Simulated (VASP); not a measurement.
# Na2S (Fm-3m) in VASP: single point with PBE

Aim: the single point of Na2S with PBE.

All numbers are computed with VASP 6.6.1; they aren't measurements. Logs are shortened: lines on timing, memory, paths and dates and some standing lists are left out, and cuts for length are marked.

## (1) The cell of the first run

The structure is cubic, space group Fm-3m (No. 225). The conventional cell has a = 6.547 Å, b = 6.547 Å, c = 6.547 Å, α = 90.00°, β = 90.00°, γ = 90.00°. Na (site symmetry -43m) has 4 S at 2.83 Å and 6 Na at 3.27 Å within 3.7 Å. S (site symmetry m-3m) has 8 Na at 2.83 Å within 3.7 Å.

## (2) Single point, PBE

The input, INCAR:

```
SYSTEM = Na2S
ALGO     = Normal         ! electronic algorithm
EDIFF    = 1E-6           ! SCF threshold, eV
ENCUT    = 500            ! plane-wave cutoff, eV
GGA      = PE             ! functional
GGA_COMPAT= .False.      
ISIF     = 2              ! what is computed and relaxed
ISMEAR   = 0              ! smearing method
LASPH    = .True.         ! aspherical terms in the spheres
LCHARG   = .True.         ! write CHGCAR
LELF     = .True.         ! ELF
LREAL    = .False.        ! projectors in reciprocal space
LVHAR    = .True.       
LWAVE    = .False.        ! write WAVECAR
NBANDS   = 17             ! bands
NELM     = 120            ! most SCF steps
PREC     = Accurate       ! precision mode
SIGMA    = 0.01           ! smearing width, eV
```

The input, KPOINTS:

```
k-points
0
Gamma
  6 6 6
  0 0 0
```

The input, POSCAR:

```
Na2S
1.0
    4.6294280000      0.0000000000      0.0000000000
    2.3147140000      4.0092022530      0.0000000000
    2.3147140000      1.3364007510      3.7799121337
Na S
2 1
Direct
    0.2500000000      0.2500000000      0.2500000000
    0.7500000000      0.7500000000      0.7500000000
    0.0000000000      0.0000000000      0.0000000000
```

Potentials or basis: VASP PAW PBE potentials, release 64 (Na_pv, S).

Run with:

```
> cat potpaw_PBE.64/Na_pv/POTCAR potpaw_PBE.64/S/POTCAR > POTCAR
> mpirun -np 1 vasp_std > vasp.out
```

OUTCAR:

```text
SYSTEM = Na2S
   EDIFF = 1E-6
   ENCUT = 500
   GGA = PE
   ISIF = 2
   ISMEAR = 0
   LASPH = .True.
   LREAL = .False.
   NELM = 120
   PREC = Accurate

 ion  position               nearest neighbor table
   1  0.250  0.250  0.250-
   2  0.750  0.750  0.750-
   3  0.000  0.000  0.000-

  LATTYP: Found a face centered cubic cell.
 ALAT       =     6.5469998636

  Lattice vectors:

 A1 = (   4.6294280000,   0.0000000000,   0.0000000000)
 A2 = (   2.3147140000,   4.0092022530,   0.0000000000)
 A3 = (   2.3147140000,   1.3364007510,   3.7799121337)

Analysis of symmetry for initial positions (statically):
=====================================================================
 Subroutine PRICEL returns:
 Original cell was already a primitive cell.

 Routine SETGRP: Setting up the symmetry group for a
 face centered cubic supercell.

 Subroutine GETGRP returns: Found 48 space group operations
 (whereof 48 operations were pure point group operations)
 out of a pool of 48 trial point group operations.

The static configuration has the point symmetry O_h .

Analysis of symmetry for dynamics (positions and initial velocities):
=====================================================================
 Subroutine PRICEL returns:
 Original cell was already a primitive cell.

 Routine SETGRP: Setting up the symmetry group for a
 face centered cubic supercell.

 Subroutine GETGRP returns: Found 48 space group operations
 (whereof 48 operations were pure point group operations)
 out of a pool of 48 trial point group operations.

The dynamic configuration has the point symmetry O_h .

 Subroutine INISYM returns: Found 48 space group operations
 (whereof 48 operations are pure point group operations),
 and found     1 'primitive' translations

----------------------------------------------------------------------------------------

                                     Primitive cell

  volume of cell :      70.1564

  direct lattice vectors                    reciprocal lattice vectors
     4.629428000  0.000000000  0.000000000     0.216009408 -0.124713090 -0.088185471
     2.314714000  4.009202253  0.000000000     0.000000000  0.249426179 -0.088185471
     2.314714000  1.336400751  3.779912134     0.000000000  0.000000000  0.264556414

  length of vectors
     4.629428000  4.629428000  4.629428000     0.264556414  0.264556414  0.264556414

  position of ions in fractional coordinates (direct lattice)
     0.250000000  0.250000000  0.250000000
     0.750000000  0.750000000  0.750000000
     0.000000000  0.000000000  0.000000000

  ion indices of the primitive-cell ions
   primitive index   ion index
                 1           1
                 2           2
                 3           3

----------------------------------------------------------------------------------------

 KPOINTS: k-points

Automatic generation of k-mesh.
 Grid dimensions read from file:
 generate k-points for:    6    6    6

 Generating k-lattice:

  Cartesian coordinates                     Fractional coordinates (reciprocal lattice)
     0.036001568 -0.020785515 -0.014697579     0.166666667  0.000000000  0.000000000
     0.000000000  0.041571030 -0.014697579     0.000000000  0.166666667  0.000000000
     0.000000000  0.000000000  0.044092736     0.000000000  0.000000000  0.166666667

  Length of vectors
     0.044092736  0.044092736  0.044092736

  Shift w.r.t. Gamma in fractional coordinates (k-lattice)
     0.000000000  0.000000000  0.000000000

 Subroutine IBZKPT returns following result:
 ===========================================

 Found     16 irreducible k-points:

 Following reciprocal coordinates:
            Coordinates               Weight
  0.000000  0.000000  0.000000      1.000000
  0.166667  0.000000  0.000000      8.000000
  0.333333 -0.000000 -0.000000      8.000000
  0.500000 -0.000000 -0.000000      4.000000
  0.166667  0.166667 -0.000000      6.000000
  0.333333  0.166667  0.000000     24.000000
[... 8 lines left out ...]
 -0.333333  0.333333  0.166667     24.000000
 -0.333333  0.500000  0.166667     12.000000
   k-points           NKPTS =     16   k-points in BZ     NKDIM =     16   number of bands    NBANDS=     17
   number of dos      NEDOS =    301   number of ions     NIONS =      3
   total plane-waves  NPLWV =  46656
   dimension x,y,z NGX =    36 NGY =   36 NGZ =   36
   dimension x,y,z NGXF=    72 NGYF=   72 NGZF=   72
   ions per type =               2   1
   NGX,Y,Z   is equivalent  to a cutoff of  12.93, 12.93, 12.93 a.u.
   NGXF,Y,Z  is equivalent  to a cutoff of  25.86, 25.86, 25.86 a.u.
 SYSTEM =  Na2S
   PREC   = accura    normal or accurate (medium, high low for compatibility)
   ISTART =      0    job   : 0-new  1-cont  2-samecut
   ICHARG =      2    charge: 1-file 2-atom 10-const
   ISPIN  =      1    spin polarized calculation?
   LNONCOLLINEAR =      F non collinear calculations
   LSORBIT =      F    spin-orbit coupling
   LASPH  =      T    aspherical Exc in radial PAW
   ENCUT  =  500.0 eV  36.75 Ry    6.06 a.u.   8.44  8.44  8.44*2*pi/ulx,y,z
   NELM   =    120;   NELMIN=  2; NELMDL= -5     # of ELM steps
   EDIFF  = 0.1E-05   stopping-criterion for ELM
   LREAL  =      F    real-space projection
   EDIFFG = 0.1E-04   stopping-criterion for IOM
   NSW    =      0    number of steps for IOM
   IBRION =     -1    ionic relax: 0-MD 1-quasi-New 2-CG
   NFREE  =      0    steps in history (QN), initial steepest desc. (CG)
   ISIF   =      2    stress and relaxation
   ISYM   =      2    0-nonsym 1-usesym 2-fastsym
   POTIM  = 0.5000    time-step for ionic-motion
   TEBEG  =    0.0;   TEEND  =   0.0 temperature during run
   PSTRESS=    0.0 pullay stress
   NELECT =      20.0000    total number of electrons
   NUPDOWN=      -1.0000    fix difference up-down
   EMIN   =  10.00;   EMAX   =-10.00  energy-range for DOS
   EFERMI =   0.00;   METHOD = LEGACY
   ISMEAR =     0;   SIGMA  =   0.01  broadening in eV -4-tet -1-fermi 0-gaus
   EFERMI_NEDOS =   21; number of points for ismear=-14 and -15
   IALGO  =     38    algorithm
   IMIX   =      4    mixing-type and parameters
     AMIX     =   0.40;   BMIX     =  1.00
     AMIX_MAG =   1.60;   BMIX_MAG =  1.00
  volume/ion in A,a.u.               =      23.39       157.81
  Fermi-wavevector in a.u.,A,eV,Ry     =   1.077447  2.036079 15.794889  1.160892
  Thomas-Fermi vector in A             =   2.213359
   LORBIT       =      0    0 simple, 1 ext, 2 COOP (PROOUT), +10 PAW based schemes
   GGA     = PE    functional components
   LHFCALC =     F    Hartree Fock is set to
   AEXX    =    0.0000 exact exchange contribution
   IVDW    =     0    specifies the selected vdW correction
   LEPSILON=     F    determine dielectric tensor
   LRPA    =     F    only Hartree local field effects (RPA)
 non-spin polarized calculation
 Gauss-broadening in eV      SIGMA  =   0.01
  energy-cutoff  :      500.00
  volume of cell :       70.16
 maximum number of plane-waves:      1807
 NGX is ok and might be reduce to    36
   NGX = 17   NGY = 17   NGZ = 17

 number of electron      19.9999989 magnetization

 Free energy of the ion-electron system (eV)
  ---------------------------------------------------
  ext. energy  EPLUGINS =         0.00000000
  ---------------------------------------------------
  free energy    TOTEN  =        -9.97529150 eV

  energy without entropy =       -9.97529150  energy(sigma->0) =       -9.97529150

 E-fermi :   0.2175     XC(G=0):  -7.8119

 val. band max:        0.1759173573   @ k =   0.0000   0.0000   0.0000
 cond. band min:       2.6536291985   @ k =   0.0000   0.0000   0.0000
 fundamental gap:      2.4777118412
 Fermi energy:         0.2175353778

 k-point     1 :       0.0000    0.0000    0.0000
  band No.  band energies     occupation
      1     -22.0706      2.00000
      2     -22.0706      2.00000
      3     -22.0706      2.00000
      4     -22.0175      2.00000
      5     -22.0175      2.00000
      6     -22.0175      2.00000
[... 9 lines left out ...]
     16       9.5264      0.00000
     17      11.3819      0.00000

 k-point     2 :       0.1667    0.0000    0.0000
  band No.  band energies     occupation
      1     -22.0683      2.00000
      2     -22.0672      2.00000
      3     -22.0672      2.00000
      4     -22.0228      2.00000
      5     -22.0212      2.00000
      6     -22.0212      2.00000
[... 9 lines left out ...]
     16       9.0728      0.00000
     17      10.7405      0.00000

 k-point     3 :       0.3333   -0.0000   -0.0000
  band No.  band energies     occupation
      1     -22.0615      2.00000
      2     -22.0580      2.00000
      3     -22.0580      2.00000
      4     -22.0356      2.00000
      5     -22.0314      2.00000
      6     -22.0314      2.00000
[... 9 lines left out ...]
     16       9.9294      0.00000
     17      10.5386      0.00000

 k-point     4 :       0.5000   -0.0000   -0.0000
  band No.  band energies     occupation
      1     -22.0526      2.00000
      2     -22.0475      2.00000
      3     -22.0457      2.00000
      4     -22.0457      2.00000
      5     -22.0441      2.00000
      6     -22.0441      2.00000
[... 9 lines left out ...]
     16      11.5794      0.00000
     17      11.5794      0.00000
[... 183 lines left out ...]
      1     -22.0826      2.00000
      2     -22.0731      2.00000
      3     -22.0614      2.00000
      4     -22.0304      2.00000
      5     -22.0225      2.00000
      6     -22.0104      2.00000
[... 9 lines left out ...]
     16      11.2325      0.00000
     17      12.2168      0.00000

 k-point    15 :      -0.3333    0.3333    0.1667
  band No.  band energies     occupation
      1     -22.0854      2.00000
      2     -22.0808      2.00000
      3     -22.0462      2.00000
      4     -22.0461      2.00000
      5     -22.0126      2.00000
      6     -22.0118      2.00000
[... 9 lines left out ...]
     16      10.7548      0.00000
     17      12.1794      0.00000

 k-point    16 :      -0.3333    0.5000    0.1667
  band No.  band energies     occupation
      1     -22.0931      2.00000
      2     -22.0846      2.00000
      3     -22.0638      2.00000
      4     -22.0282      2.00000
      5     -22.0088      2.00000
      6     -22.0055      2.00000
[... 9 lines left out ...]
     16      11.3245      0.00000
     17      12.0896      0.00000

------------------------ aborting loop because EDIFF is reached ----------------------------------------

  FORCE on cell =-STRESS in cart. coord.  units (eV):
  Direction    XX          YY          ZZ          XY          YZ          ZX
  --------------------------------------------------------------------------------------
  -------------------------------------------------------------------------------------
  Total        0.1279402      0.1279402      0.1279402     -0.0000000      0.0000000      0.0000000
  in kB        2.9217997      2.9217997      2.9217997     -0.0000000      0.0000000      0.0000000
  external PRESSURE =       2.9217997 kB  Pullay stress =       0.0000000 kB

 VOLUME and BASIS-vectors are now :
 -----------------------------------------------------------------------------
  energy-cutoff  :      500.00
  volume of cell :       70.16
      direct lattice vectors                 reciprocal lattice vectors
     4.629428000  0.000000000  0.000000000     0.216009408 -0.124713090 -0.088185471
     2.314714000  4.009202253  0.000000000     0.000000000  0.249426179 -0.088185471
     2.314714000  1.336400751  3.779912134     0.000000000  0.000000000  0.264556414

 POSITION                                       TOTAL-FORCE (eV/Angst)
 -----------------------------------------------------------------------------------
      2.31471      1.33640      0.94498         0.000000      0.000000      0.000000
      6.94414      4.00920      2.83493        -0.000000     -0.000000     -0.000000
      0.00000      0.00000      0.00000         0.000000     -0.000000     -0.000000
 -----------------------------------------------------------------------------------
    total drift:                                0.000000      0.000000      0.000000

  FREE ENERGIE OF THE ION-ELECTRON SYSTEM (eV)
  ---------------------------------------------------
  free  energy   TOTEN  =        -9.9752914984 eV

  energy  without entropy=       -9.9752914984  energy(sigma->0) =       -9.97529150
```

Wall time 12 s (1 thread of Intel Xeon 6975P-C (Granite Rapids), shared host); peak memory 0.19 GiB.

Results:

```
Free energy            : -9.9753 eV
Pressure               : 0.3 GPa
Band gap on the k mesh : 2.48 eV, direct
```

A hybrid or GW would open this gap; PBE tends to underestimate it.
